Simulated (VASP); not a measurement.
# GaN (I4/mmm) in VASP: a series of runs

The runs below take GaN through single point, with PBEsol.

All numbers are computed with VASP 6.6.1; they aren't measurements. Logs are shortened: lines on timing, memory, paths and dates and some standing lists are left out, and cuts for length are marked.

## (1) The cell of the first run

The structure is tetragonal, space group I4/mmm (No. 139). Conventional cell: a = 2.818 Å, b = 2.818 Å, c = 4.025 Å, α = 90.00°, β = 90.00°, γ = 90.00°. Within 2.6 Å of Ga (site symmetry 4/mmm) lie 6 N at 1.99 to 2.01 Å. Within 2.6 Å of N (site symmetry 4/mmm) lie 6 Ga at 1.99 to 2.01 Å.

## (2) Single point, PBEsol (zz strain of +1 %)

Contents of INCAR:

```
SYSTEM = GaN
ALGO     = Normal         ! electronic algorithm
EDIFF    = 1E-6           ! SCF threshold, eV
ENCUT    = 520            ! plane-wave cutoff, eV
GGA      = PS             ! functional
ISIF     = 2              ! what is computed and relaxed
ISMEAR   = -1             ! smearing method
LASPH    = .TRUE.         ! aspherical terms in the spheres
LCHARG   = .FALSE.        ! write CHGCAR
LREAL    = .FALSE.        ! projectors in reciprocal space
LWAVE    = .FALSE.        ! write WAVECAR
NBANDS   = 16             ! bands
NELM     = 60             ! most SCF steps
PREC     = Accurate       ! precision mode
SIGMA    = 0.02           ! smearing width, eV
```

Contents of KPOINTS:

```
k-points
0
G
  13 13 13
  0 0 0
```

Contents of POSCAR:

```
GaN
1.0
    0.0000000000      1.9925000000      2.0124250000
    1.9925000000      0.0000000000      2.0124250000
    1.9925000000      1.9925000000      0.0000000000
Ga N
1 1
Direct
    0.5000000000      0.5000000000      0.5000000000
    0.0000000000      0.0000000000      0.0000000000
```

Potentials or basis: VASP PAW PBE potentials, release 64 (Ga_d, N).

The run is started by

```bash
$ cat potpaw_PBE.64/Ga_d/POTCAR potpaw_PBE.64/N/POTCAR > POTCAR
$ mpirun -np 1 vasp_std > vasp.out
```

OUTCAR:

```text
SYSTEM = GaN
   EDIFF = 1E-6
   ENCUT = 520
   GGA = PS
   ISIF = 2
   ISMEAR = -1
   LASPH = .TRUE.
   LREAL = .FALSE.
   NELM = 60
   PREC = Accurate

 ion  position               nearest neighbor table
   1  0.500  0.500  0.500-   2 1.99   2 1.99   2 1.99   2 1.99   2 2.01   2 2.01
   2  0.000  0.000  0.000-   1 1.99   1 1.99   1 1.99   1 1.99   1 2.01   1 2.01

  LATTYP: Found a body centered tetragonal cell.
 ALAT       =     2.8178205230
 C/A-ratio  =     1.4283556980

  Lattice vectors:

 A1 = (  -1.9925000000,   0.0000000000,   2.0124250000)
 A2 = (   1.9925000000,   0.0000000000,   2.0124250000)
 A3 = (   0.0000000000,   1.9925000000,  -2.0124250000)

Analysis of symmetry for initial positions (statically):
=====================================================================
 Subroutine PRICEL returns:
 Original cell was already a primitive cell.

 Routine SETGRP: Setting up the symmetry group for a
 body centered tetragonal supercell.

 Subroutine GETGRP returns: Found 16 space group operations
 (whereof 16 operations were pure point group operations)
 out of a pool of 16 trial point group operations.

The static configuration has the point symmetry D_4h.

Analysis of symmetry for dynamics (positions and initial velocities):
=====================================================================
 Subroutine PRICEL returns:
 Original cell was already a primitive cell.

 Routine SETGRP: Setting up the symmetry group for a
 body centered tetragonal supercell.

 Subroutine GETGRP returns: Found 16 space group operations
 (whereof 16 operations were pure point group operations)
 out of a pool of 16 trial point group operations.

The dynamic configuration has the point symmetry D_4h.

 Subroutine INISYM returns: Found 16 space group operations
 (whereof 16 operations are pure point group operations),
 and found     1 'primitive' translations

----------------------------------------------------------------------------------------

                                     Primitive cell

  volume of cell :      15.9789

  direct lattice vectors                    reciprocal lattice vectors
     0.000000000  1.992500000  2.012425000    -0.250941029  0.250941029  0.248456464
     1.992500000  0.000000000  2.012425000     0.250941029 -0.250941029  0.248456464
     1.992500000  1.992500000  0.000000000     0.250941029  0.250941029 -0.248456464

  length of vectors
     2.831944673  2.831944673  2.817820523     0.433212897  0.433212897  0.433212897

  position of ions in fractional coordinates (direct lattice)
     0.500000000  0.500000000  0.500000000
     0.000000000  0.000000000  0.000000000

  ion indices of the primitive-cell ions
   primitive index   ion index
                 1           1
                 2           2

----------------------------------------------------------------------------------------

 KPOINTS: k-points

Automatic generation of k-mesh.
 Grid dimensions read from file:
 generate k-points for:   13   13   13

 Generating k-lattice:

  Cartesian coordinates                     Fractional coordinates (reciprocal lattice)
    -0.019303156  0.019303156  0.019112036     0.076923077 -0.000000000  0.000000000
     0.019303156 -0.019303156  0.019112036    -0.000000000  0.076923077  0.000000000
     0.019303156  0.019303156 -0.019112036     0.000000000  0.000000000  0.076923077

  Length of vectors
     0.033324069  0.033324069  0.033324069

  Shift w.r.t. Gamma in fractional coordinates (k-lattice)
     0.000000000  0.000000000  0.000000000

 Subroutine IBZKPT returns following result:
 ===========================================

 Found    196 irreducible k-points:

 Following reciprocal coordinates:
            Coordinates               Weight
  0.000000  0.000000  0.000000      1.000000
  0.076923  0.000000  0.000000      8.000000
  0.153846  0.000000  0.000000      8.000000
  0.230769  0.000000  0.000000      8.000000
  0.307692  0.000000  0.000000      8.000000
  0.384615 -0.000000  0.000000      8.000000
[... 16 lines left out ...]
  0.384615  0.153846  0.000000      8.000000
  0.461538  0.153846  0.000000      8.000000
 [... further k-points ...]
   k-points           NKPTS =    196   k-points in BZ     NKDIM =    196   number of bands    NBANDS=     16
   number of dos      NEDOS =    301   number of ions     NIONS =      2
   total plane-waves  NPLWV =  13824
   dimension x,y,z NGX =    24 NGY =   24 NGZ =   24
   dimension x,y,z NGXF=    48 NGYF=   48 NGZF=   48
   ions per type =               1   1
   NGX,Y,Z   is equivalent  to a cutoff of  14.09, 14.09, 14.16 a.u.
   NGXF,Y,Z  is equivalent  to a cutoff of  28.18, 28.18, 28.32 a.u.
 SYSTEM =  GaN
   PREC   = accura    normal or accurate (medium, high low for compatibility)
   ISTART =      0    job   : 0-new  1-cont  2-samecut
   ICHARG =      2    charge: 1-file 2-atom 10-const
   ISPIN  =      1    spin polarized calculation?
   LNONCOLLINEAR =      F non collinear calculations
   LSORBIT =      F    spin-orbit coupling
   LASPH  =      T    aspherical Exc in radial PAW
   ENCUT  =  520.0 eV  38.22 Ry    6.18 a.u.   5.27  5.27  5.24*2*pi/ulx,y,z
   NELM   =     60;   NELMIN=  2; NELMDL= -5     # of ELM steps
   EDIFF  = 0.1E-05   stopping-criterion for ELM
   LREAL  =      F    real-space projection
   EDIFFG = 0.1E-04   stopping-criterion for IOM
   NSW    =      0    number of steps for IOM
   IBRION =     -1    ionic relax: 0-MD 1-quasi-New 2-CG
   NFREE  =      0    steps in history (QN), initial steepest desc. (CG)
   ISIF   =      2    stress and relaxation
   ISYM   =      2    0-nonsym 1-usesym 2-fastsym
   POTIM  = 0.5000    time-step for ionic-motion
   TEBEG  =    0.0;   TEEND  =   0.0 temperature during run
   PSTRESS=    0.0 pullay stress
   NELECT =      18.0000    total number of electrons
   NUPDOWN=      -1.0000    fix difference up-down
   EMIN   =  10.00;   EMAX   =-10.00  energy-range for DOS
   EFERMI =   0.00;   METHOD = LEGACY
   ISMEAR =    -1;   SIGMA  =   0.02  broadening in eV -4-tet -1-fermi 0-gaus
   EFERMI_NEDOS =   21; number of points for ismear=-14 and -15
   IALGO  =     38    algorithm
   IMIX   =      4    mixing-type and parameters
     AMIX     =   0.40;   BMIX     =  1.00
     AMIX_MAG =   1.60;   BMIX_MAG =  1.00
  volume/ion in A,a.u.               =       7.99        53.92
  Fermi-wavevector in a.u.,A,eV,Ry     =   1.703401  3.218961 39.478321  2.901575
  Thomas-Fermi vector in A             =   2.782994
   LORBIT       =      0    0 simple, 1 ext, 2 COOP (PROOUT), +10 PAW based schemes
   GGA     = PS    functional components
   LHFCALC =     F    Hartree Fock is set to
   AEXX    =    0.0000 exact exchange contribution
   IVDW    =     0    specifies the selected vdW correction
   LEPSILON=     F    determine dielectric tensor
   LRPA    =     F    only Hartree local field effects (RPA)
 non-spin polarized calculation
  energy-cutoff  :      520.00
  volume of cell :       15.98
 maximum number of plane-waves:       444
 NGX is ok and might be reduce to    24
   NGX = 11   NGY = 11   NGZ = 11

 number of electron      18.0000000 magnetization

 Free energy of the ion-electron system (eV)
  ---------------------------------------------------
  ext. energy  EPLUGINS =         0.00000000
  ---------------------------------------------------
  free energy    TOTEN  =       -11.83690735 eV

  energy without entropy =      -11.83690735  energy(sigma->0) =      -11.83690735

 E-fermi :  10.4392     XC(G=0): -14.2673

 val. band max:       10.0668405938   @ k =  -0.2308   0.1538   0.0000
 cond. band min:      11.7422176324   @ k =   0.4615   0.0000   0.4615
 fundamental gap:      1.6753770386
 Fermi energy:        10.4391545493

 k-point     1 :       0.0000    0.0000    0.0000
  band No.  band energies     occupation
      1      -9.1178      2.00000
      2      -3.9206      2.00000
      3      -3.9087      2.00000
      4      -3.9087      2.00000
      5      -3.7713      2.00000
      6      -3.7539      2.00000
[... 8 lines left out ...]
     15      27.9754      0.00000
     16      28.4702      0.00000

 k-point     2 :       0.0769    0.0000    0.0000
  band No.  band energies     occupation
      1      -8.9809      2.00000
      2      -3.9247      2.00000
      3      -3.9054      2.00000
      4      -3.8986      2.00000
      5      -3.7862      2.00000
      6      -3.7708      2.00000
[... 8 lines left out ...]
     15      27.7663      0.00000
     16      27.9489      0.00000

 k-point     3 :       0.1538    0.0000    0.0000
  band No.  band energies     occupation
      1      -8.5763      2.00000
      2      -3.9541      2.00000
      3      -3.9161      2.00000
      4      -3.9046      2.00000
      5      -3.7897      2.00000
      6      -3.7829      2.00000
[... 8 lines left out ...]
     15      27.9100      0.00000
     16      27.9702      0.00000

 k-point     4 :       0.2308    0.0000    0.0000
  band No.  band energies     occupation
      1      -7.9259      2.00000
      2      -4.0029      2.00000
      3      -3.9902      2.00000
      4      -3.9791      2.00000
      5      -3.7320      2.00000
      6      -3.7317      2.00000
[... 8 lines left out ...]
     15      28.9904      0.00000
     16      29.0010      0.00000
[... 324 lines left out ...]
 k-point    22 :       0.3077    0.1538    0.0000
  band No.  band energies     occupation
      1      -7.3758      2.00000
      2      -4.0821      2.00000
      3      -4.0164      2.00000
      4      -3.8824      2.00000
      5      -3.6624      2.00000
      6      -3.6253      2.00000
[... 8 lines left out ...]
     15      31.9734      0.00000
     16      33.3167      0.00000

 k-point    23 :       0.3846    0.1538    0.0000
  band No.  band energies     occupation
      1      -6.6552      2.00000
      2      -4.1587      2.00000
      3      -3.9909      2.00000
      4      -3.9649      2.00000
      5      -3.5692      2.00000
      6      -3.4857      2.00000
[... 8 lines left out ...]
     15      32.2045      0.00000
     16      34.6872      0.00000

 k-point    24 :       0.4615    0.1538    0.0000
  band No.  band energies     occupation
      1      -6.0109      2.00000
      2      -4.2321      2.00000
      3      -4.0466      2.00000
      4      -3.9385      2.00000
      5      -3.5410      2.00000
      6      -3.2268      2.00000
[... 8 lines left out ...]
     15      32.5932      0.00000
     16      36.0529      0.00000

 [... further k-points ...]
[... 5 lines left out ...]
  --------------------------------------------------------------------------------------
  -------------------------------------------------------------------------------------
  Total        5.6227092      5.6227092      5.1544151      0.0000000     -0.0000000      0.0000000
  in kB      563.7802360    563.7802360    516.8251224      0.0000000     -0.0000000      0.0000000
  external PRESSURE =     548.1285315 kB  Pullay stress =       0.0000000 kB

 VOLUME and BASIS-vectors are now :
 -----------------------------------------------------------------------------
  energy-cutoff  :      520.00
  volume of cell :       15.98
      direct lattice vectors                 reciprocal lattice vectors
     0.000000000  1.992500000  2.012425000    -0.250941029  0.250941029  0.248456464
     1.992500000  0.000000000  2.012425000     0.250941029 -0.250941029  0.248456464
     1.992500000  1.992500000  0.000000000     0.250941029  0.250941029 -0.248456464

 POSITION                                       TOTAL-FORCE (eV/Angst)
 -----------------------------------------------------------------------------------
      1.99250      1.99250      2.01242        -0.000000      0.000000      0.000000
      0.00000      0.00000      0.00000         0.000000     -0.000000      0.000000
 -----------------------------------------------------------------------------------
    total drift:                                0.000000     -0.000000      0.000000

  FREE ENERGIE OF THE ION-ELECTRON SYSTEM (eV)
  ---------------------------------------------------
  free  energy   TOTEN  =       -11.8369073538 eV

  energy  without entropy=      -11.8369073538  energy(sigma->0) =      -11.83690735
```

Wall time 25 s (1 thread of Intel Xeon 6975P-C (Granite Rapids), shared host); peak memory 0.18 GiB.

What came out:

| Quantity | Value |
| --- | --- |
| Free energy | -11.8369 eV |
| Pressure | 54.8 GPa |
| Band gap on the k mesh | 1.68 eV, indirect (least direct gap 5.01 eV) |

Levels at points of the mesh, in eV from the valence-band top:
| k point | band 7 | band 8 | band 9 | band 10 | band 11 | band 12 |
| --- | --- | --- | --- | --- | --- | --- |
| (0.00, 0.00, 0.00) | -0.81 | -0.81 | -0.72 | 4.29 | 15.55 | 15.63 |

Caveat: the cell differs from its parent crystal (zz strain of +1 %); the PAW data sets were made with another functional, which shifts forces and pressure a little.

## (3) Single point, PBEsol (zz strain of +2 %)

Contents of INCAR:

```
ALGO = Normal
EDIFF = 1E-7
ENCUT = 520
GGA = PS
ISIF = 2
ISMEAR = -1
LASPH = True
LCHARG = False
LREAL = False
LWAVE = False
NBANDS = 16
NELM = 80
PREC = Accurate
SIGMA = 0.02
```

Contents of KPOINTS:

```
k-points
0
Gamma
  13 13 13
```

Contents of POSCAR:

```
GaN
1.0
    0.0000000000      1.9925000000      2.0323500000
    1.9925000000      0.0000000000      2.0323500000
    1.9925000000      1.9925000000      0.0000000000
Ga N
1 1
Direct
    0.5000000000      0.5000000000      0.5000000000
    0.0000000000      0.0000000000      0.0000000000
```

Potentials or basis: VASP PAW PBE potentials, release 64 (Ga_d, N).

The run is started by

```bash
$ cat potpaw_PBE.64/Ga_d/POTCAR potpaw_PBE.64/N/POTCAR > POTCAR
$ mpirun -np 1 vasp_std > vasp.out
```

Wall time 26 s (1 thread of Intel Xeon 6975P-C (Granite Rapids), shared host); peak memory 0.17 GiB.

Results (log left out):

- Free energy: -11.8847 eV
- Pressure: 50.7 GPa
- Band gap on the k mesh: 1.54 eV, indirect (least direct gap 4.80 eV)

Stress tensor (GPa, compression positive):
```
53.61  0.00  0.00
 0.00 53.61  0.00
 0.00  0.00 44.76
```

Levels at points of the mesh, in eV from the valence-band top:
```tsv
k point	band 6	band 7	band 8	band 9	band 10	band 11	band 12	band 13
(0.00, 0.00, 0.00)	-13.84	-0.85	-0.85	-0.67	4.13	15.41	15.57	15.57
```

Caveat: the cell differs from its parent crystal (zz strain of +2 %); the PAW data sets were made with another functional, which shifts forces and pressure a little.

(Continued in part 2 of 2.)
